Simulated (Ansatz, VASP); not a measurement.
# CaO in VASP and in Ansatz

```
Ca O
1.0
     0.00000    2.54156    2.70518
     2.54156    0.00000    2.70518
     2.54156    2.54156    0.00000
Ca O
1 1
Cartesian
  0.0000 0.0000 0.0000
  1.2708 1.2708 1.3526
```

Change from the starting cell: epitaxial_xy strain -2.5%.

Alike in both runs: task single point; functional PBE; k mesh 8 × 8 × 8; occupations fermi-dirac, width 0.02 eV; no spin polarisation.

|  | VASP | Ansatz |
| --- | --- | --- |
| version | VASP 6.6.1 | Ansatz 0.2.0 |
| potentials or method | VASP PAW PBE potentials, release 64 (Ca_sv, O) | plane waves, PAW |
| plane-wave cutoff (eV) | 520 | 420 |
| valence electrons in the cell | 16 | 16 |

|  | VASP | Ansatz | Ansatz less VASP |
| --- | --- | --- | --- |
| gap on the k mesh at the Fermi level (eV) | 3.31 | 3.31 | +0.008 |
| pressure (GPa) | 2.8 | 2.3 | -0.51 |
| traceless stress, the component that is largest in VASP (GPa) | -0.86 | -0.90 | -0.040 |
